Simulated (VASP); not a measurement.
# Au (Fm-3m) in VASP: a series of runs, part 2 of 2

VASP 6.6.1. Earlier steps stand in the parts before.

### 6 Relaxation of cell and atoms, PBE

This run uses another cell than the first one, of 16.75 Å³/atom, 0.932 times its volume.

Contents of INCAR:

```
SYSTEM = Au
PREC     = Accurate       ! precision mode
ENCUT    = 500            ! plane-wave cutoff, eV
EDIFF    = 1E-7           ! SCF threshold, eV
ISMEAR   = 0              ! smearing method
SIGMA    = 0.1            ! smearing width, eV
LREAL    = .FALSE.        ! projectors in reciprocal space
LASPH    = .TRUE.         ! aspherical terms in the spheres
NELM     = 120            ! most SCF steps
ALGO     = Normal         ! electronic algorithm
ISIF     = 3              ! what is computed and relaxed
LWAVE    = .FALSE.        ! write WAVECAR
LCHARG   = .FALSE.        ! write CHGCAR
GGA      = PE             ! functional
IBRION   = 2              ! ionic algorithm
NSW      = 100            ! ionic steps
EDIFFG   = -0.05          ! ionic threshold
GGA_COMPAT= .FALSE.      
NELMIN   = 4
```

Contents of KPOINTS:

```
regular mesh
0
G
  8 8 8
  0 0 0
```

Contents of POSCAR:

```
Au
1.0
    0.0000000000      2.0309028931      2.0309028931
    2.0309028931      0.0000000000      2.0309028931
    2.0309028931      2.0309028931      0.0000000000
Au
1
Direct
    0.0000000000      0.0000000000      0.0000000000
```

Potentials or basis: VASP PAW PBE potentials, release 64 (Au).

On the command line:

```console
> cat potpaw_PBE.64/Au/POTCAR > POTCAR
> mpirun -np 1 vasp_std > vasp.out
```

OUTCAR:

```text
SYSTEM = Au
   PREC = Accurate
   ENCUT = 500
   EDIFF = 1E-7
   ISMEAR = 0
   LREAL = .FALSE.
   LASPH = .TRUE.
   NELM = 120
   ISIF = 3
   GGA = PE
   IBRION = 2
   NSW = 100
   EDIFFG = -0.05
   NELMIN = 4

 ion  position               nearest neighbor table
   1  0.000  0.000  0.000-

  LATTYP: Found a face centered cubic cell.
 ALAT       =     4.0618057862

  Lattice vectors:

 A1 = (   0.0000000000,   2.0309028931,   2.0309028931)
 A2 = (   2.0309028931,   0.0000000000,   2.0309028931)
 A3 = (   2.0309028931,   2.0309028931,   0.0000000000)

Analysis of symmetry for initial positions (statically):
=====================================================================
 Subroutine PRICEL returns:
 Original cell was already a primitive cell.

 Routine SETGRP: Setting up the symmetry group for a
 face centered cubic supercell.

 Subroutine GETGRP returns: Found 48 space group operations
 (whereof 48 operations were pure point group operations)
 out of a pool of 48 trial point group operations.

The static configuration has the point symmetry O_h .

Analysis of symmetry for dynamics (positions and initial velocities):
=====================================================================
 Subroutine PRICEL returns:
 Original cell was already a primitive cell.

 Routine SETGRP: Setting up the symmetry group for a
 face centered cubic supercell.

 Subroutine GETGRP returns: Found 48 space group operations
 (whereof 48 operations were pure point group operations)
 out of a pool of 48 trial point group operations.

The dynamic configuration has the point symmetry O_h .

 Subroutine INISYM returns: Found 48 space group operations
 (whereof 48 operations are pure point group operations),
 and found     1 'primitive' translations

----------------------------------------------------------------------------------------

                                     Primitive cell

  volume of cell :      16.7532

  direct lattice vectors                    reciprocal lattice vectors
     0.000000000  2.030902893  2.030902893    -0.246195917  0.246195917  0.246195917
     2.030902893  0.000000000  2.030902893     0.246195917 -0.246195917  0.246195917
     2.030902893  2.030902893  0.000000000     0.246195917  0.246195917 -0.246195917

  length of vectors
     2.872130415  2.872130415  2.872130415     0.426423837  0.426423837  0.426423837

  position of ions in fractional coordinates (direct lattice)
     0.000000000  0.000000000  0.000000000

  ion indices of the primitive-cell ions
   primitive index   ion index
                 1           1

----------------------------------------------------------------------------------------

 KPOINTS: regular mesh

Automatic generation of k-mesh.
 Grid dimensions read from file:
 generate k-points for:    8    8    8

 Generating k-lattice:

  Cartesian coordinates                     Fractional coordinates (reciprocal lattice)
    -0.030774490  0.030774490  0.030774490     0.125000000  0.000000000  0.000000000
     0.030774490 -0.030774490  0.030774490     0.000000000  0.125000000  0.000000000
     0.030774490  0.030774490 -0.030774490     0.000000000  0.000000000  0.125000000

  Length of vectors
     0.053302980  0.053302980  0.053302980
[... 43 lines left out ...]
   NGXF,Y,Z  is equivalent  to a cutoff of  27.78, 27.78, 27.78 a.u.
 SYSTEM =  Au
   PREC   = accura    normal or accurate (medium, high low for compatibility)
   ISTART =      0    job   : 0-new  1-cont  2-samecut
   ICHARG =      2    charge: 1-file 2-atom 10-const
   ISPIN  =      1    spin polarized calculation?
   LNONCOLLINEAR =      F non collinear calculations
   LSORBIT =      F    spin-orbit coupling
   LASPH  =      T    aspherical Exc in radial PAW
   ENCUT  =  500.0 eV  36.75 Ry    6.06 a.u.   5.24  5.24  5.24*2*pi/ulx,y,z
   NELM   =    120;   NELMIN=  4; NELMDL= -5     # of ELM steps
   EDIFF  = 0.1E-06   stopping-criterion for ELM
   LREAL  =      F    real-space projection
   EDIFFG = -.5E-01   stopping-criterion for IOM
   NSW    =    100    number of steps for IOM
   IBRION =      2    ionic relax: 0-MD 1-quasi-New 2-CG
   NFREE  =      1    steps in history (QN), initial steepest desc. (CG)
   ISIF   =      3    stress and relaxation
   ISYM   =      2    0-nonsym 1-usesym 2-fastsym
   POTIM  = 0.5000    time-step for ionic-motion
   TEBEG  =    0.0;   TEEND  =   0.0 temperature during run
   PSTRESS=    0.0 pullay stress
   NELECT =      11.0000    total number of electrons
   NUPDOWN=      -1.0000    fix difference up-down
   EMIN   =  10.00;   EMAX   =-10.00  energy-range for DOS
   EFERMI =   0.00;   METHOD = LEGACY
   ISMEAR =     0;   SIGMA  =   0.10  broadening in eV -4-tet -1-fermi 0-gaus
   EFERMI_NEDOS =   21; number of points for ismear=-14 and -15
   IALGO  =     38    algorithm
   IMIX   =      4    mixing-type and parameters
     AMIX     =   0.40;   BMIX     =  1.00
     AMIX_MAG =   1.60;   BMIX_MAG =  1.00
  volume/ion in A,a.u.               =      16.75       113.06
  Fermi-wavevector in a.u.,A,eV,Ry     =   1.422896  2.688884 27.546814  2.024634
  Thomas-Fermi vector in A             =   2.543551
   LORBIT       =      0    0 simple, 1 ext, 2 COOP (PROOUT), +10 PAW based schemes
   GGA     = PE    functional components
   LHFCALC =     F    Hartree Fock is set to
   AEXX    =    0.0000 exact exchange contribution
   IVDW    =     0    specifies the selected vdW correction
   LEPSILON=     F    determine dielectric tensor
   LRPA    =     F    only Hartree local field effects (RPA)
 conjugate gradient relaxation of ions
 non-spin polarized calculation
 Gauss-broadening in eV      SIGMA  =   0.10
  energy-cutoff  :      500.00
  volume of cell :       16.75
 maximum number of plane-waves:       444
 NGX is ok and might be reduce to    24
   NGX = 11   NGY = 11   NGZ = 11

--------------------------------------- Ionic step        1  -------------------------------------------

 number of electron      10.9999999 magnetization

 Free energy of the ion-electron system (eV)
  ---------------------------------------------------
  ext. energy  EPLUGINS =         0.00000000
  ---------------------------------------------------
  free energy    TOTEN  =        -3.14017007 eV

  energy without entropy =       -3.13703973  energy(sigma->0) =       -3.13860490

------------------------ aborting loop because EDIFF is reached ----------------------------------------

  FORCE on cell =-STRESS in cart. coord.  units (eV):
  Direction    XX          YY          ZZ          XY          YZ          ZX
  --------------------------------------------------------------------------------------
  -------------------------------------------------------------------------------------
  Total        1.3355916      1.3355916      1.3355916     -0.0000000      0.0000000     -0.0000000
  in kB      127.7281999    127.7281999    127.7281999     -0.0000000      0.0000000     -0.0000000
  external PRESSURE =     127.7281999 kB  Pullay stress =       0.0000000 kB
[... 57 lines left out ...]
--------------------------------------- Ionic step        3  -------------------------------------------

 number of electron      11.0000001 magnetization

 Free energy of the ion-electron system (eV)
  ---------------------------------------------------
  ext. energy  EPLUGINS =         0.00000000
  ---------------------------------------------------
  free energy    TOTEN  =        -3.18724338 eV

  energy without entropy =       -3.18415094  energy(sigma->0) =       -3.18569716

 E-fermi :   8.4214     XC(G=0): -12.3645

 val. band max:        8.3471492517   @ k =   0.5000   0.2500   0.1250
 cond. band min:       8.6254352390   @ k =   0.5000   0.3750   0.1250
 fundamental gap:      0.2782859874
 Fermi energy:         8.4214451237

 k-point     1 :       0.0000    0.0000    0.0000
  band No.  band energies     occupation
      1      -0.7251      2.00000
      2       4.1403      2.00000
      3       4.1403      2.00000
      4       4.1403      2.00000
      5       5.5055      2.00000
      6       5.5055      2.00000
      7      23.1091      0.00000
      8      26.7688      0.00000
      9      26.7688      0.00000
[... 265 lines left out ...]
 k-point    24 :      -0.3750    0.2500    0.1250
  band No.  band energies     occupation
      1       2.6805      2.00000
      2       3.5496      2.00000
      3       4.5696      2.00000
      4       4.9014      2.00000
      5       6.4659      2.00000
      6      11.1289      0.00000
      7      11.3348      0.00000
      8      20.2468      0.00000
      9      21.3044      0.00000

 [... further k-points ...]

------------------------ aborting loop because EDIFF is reached ----------------------------------------

  FORCE on cell =-STRESS in cart. coord.  units (eV):
  Direction    XX          YY          ZZ          XY          YZ          ZX
  --------------------------------------------------------------------------------------
  -------------------------------------------------------------------------------------
  Total       -0.0297496     -0.0297496     -0.0297496     -0.0000000      0.0000000     -0.0000000
  in kB       -2.6367796     -2.6367796     -2.6367796     -0.0000000      0.0000000     -0.0000000
  external PRESSURE =      -2.6367796 kB  Pullay stress =       0.0000000 kB
[... 16 lines left out ...]
  FREE ENERGIE OF THE ION-ELECTRON SYSTEM (eV)
  ---------------------------------------------------
  free  energy   TOTEN  =        -3.1872433765 eV

  energy  without entropy=       -3.1841509379  energy(sigma->0) =       -3.18569716

 reached required accuracy - stopping structural energy minimisation
```

Wall time 6.3 s (1 thread of Intel Xeon 6975P-C (Granite Rapids), shared host); peak memory 0.14 GiB.

What came out:

| Property | Result |
| --- | --- |
| Free energy | -3.1872 eV |
| Relaxed volume | 18.08 Å³/atom |
| Relaxed cell | a = 2.946 Å, b = 2.946 Å, c = 2.946 Å, α = 60.00°, β = 60.00°, γ = 60.00° |
| Space group after relaxing (to 0.05 Å) | Fm-3m (No. 225) |
| Energy gained by relaxing | 47.1 meV/atom |
| Ionic steps | 3 |
| Pressure after relaxing | -0.3 GPa |

Step by step:
```csv
step,energy change (eV),largest force (eV/Å),pressure (GPa),volume (Å³)
1,0.0000,0.0000,12.77,16.75
2,0.0390,0.0000,-11.05,20.20
3,-0.0471,0.0000,-0.26,18.08
```

Final structure:
```
Au
1.0
     0.00000    2.08303    2.08303
     2.08303    0.00000    2.08303
     2.08303    2.08303    0.00000
Au
1
Cartesian
  0.0000 0.0000 0.0000
```

Caveat: spin-orbit coupling is left out, which moves the levels of the heavy elements. Zero-point motion and thermal expansion aren't in these numbers.

### 7 Overview

```tsv
task	cell	k mesh	cutoff (eV)	gap on the mesh (eV)	pressure (GPa)	relaxed volume (Å³/atom)
single point	a = 2.940 Å, angles 60.0°, 1 atom	18 × 18 × 18	520	none	-0.3	-
relaxation of cell and atoms	relaxed from a = 2.946 Å, angles 60.0°, 1 atom	18 × 18 × 18	600	none	0.0	17.95
single point	a = 2.872 Å, angles 60.0°, 1 atom	8 × 8 × 8	500	none	12.8	-
single point	a = 2.946 Å, angles 60.0°, 1 atom	8 × 8 × 8	500	none	-0.3	-
relaxation of cell and atoms	relaxed from a = 2.872 Å, angles 60.0°, 1 atom	8 × 8 × 8	500	none	-0.3	18.08
```

Alike in all rows: level PBE; potentials or basis VASP PAW PBE potentials, release 64 (Au); no spin polarisation; smearing gaussian 0.1 eV.

Caveats: spin-orbit coupling is left out, which moves the levels of the heavy elements.

Absolute energies hang on the potentials; compare differences alone.
